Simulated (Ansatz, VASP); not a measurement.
**Two plane-wave programs on BP**

The input POSCAR:

```
BP
1.0
    0.0000000000      2.3597600000      2.3597600000
    2.3597600000      0.0000000000      2.3597600000
    2.3597600000      2.3597600000      0.0000000000
B P
1 1
Direct
    0.0000000000      0.0000000000      0.0000000000
    0.7500000000      0.7500000000      0.7500000000
```

INCAR.step1

```
PREC = Accurate
ENCUT = 520
ISMEAR = 0
SIGMA = 0.05
LREAL = False
LASPH = True
NELM = 60
NBANDS = 11
GGA = PE
ALGO = Normal
EDIFF = 1E-4
LWAVE = True
LCHARG = False
```

File INCAR.step2:

```
PREC = Accurate
ENCUT = 520
EDIFF = 1E-7
ISMEAR = 0
SIGMA = 0.05
LREAL = False
LASPH = True
NELM = 60
ALGO = Normal
ISIF = 2
LWAVE = False
LCHARG = True
METAGGA = R2SCAN
LMIXTAU = True
LELF = True
LVHAR = True
NBANDS = 11
ISTART = 1
```

Contents of KPOINTS:

```
Automatic mesh
0
Gamma
  10 10 10
```

Input for Ansatz:

```yaml
crystal:
  lattice:
    - [0.0, 2.35976, 2.35976]
    - [2.35976, 0.0, 2.35976]
    - [2.35976, 2.35976, 0.0]
  atoms:
    - { symbol: B, position: [0.0, 0.0, 0.0] }
    - { symbol: P, position: [0.75, 0.75, 0.75] }
basis:
  ecutwfc: 500
kpoints:
  mp_grid: { grid: [10, 10, 10] }
hamiltonian:
  xc: r2scan
scf:
  occupations: { method: gaussian, width: 0.05 }
output:
  forces: true
  stress: true
  eigenvalues: true
```

Change from the starting cell: strain +0.040 along x and y, +0.040 along z, atoms carried along.

Alike in both runs: task single point; functional r2SCAN; k mesh 10 × 10 × 10; occupations gaussian, width 0.05 eV; no spin polarisation.

|  | VASP | Ansatz |
| --- | --- | --- |
| version | VASP 6.6.1 | Ansatz 0.2.0 |
| potentials or method | VASP PAW PBE potentials, release 64 (B, P), cutoff 520 eV | scalar-relativistic, plane waves, PAW |
| valence electrons in the cell | 8 | 8 |

|  | VASP | Ansatz | Ansatz less VASP |
| --- | --- | --- | --- |
| gap on the k mesh at the Fermi level (eV) | 1.59 | 1.56 | -0.030 |
| least direct gap on the mesh (eV) | 3.49 | 3.45 | -0.039 |
| pressure (GPa) | -16.4 | -16.0 | +0.40 |

VASP's potentials were made for PBE, not for r2SCAN.
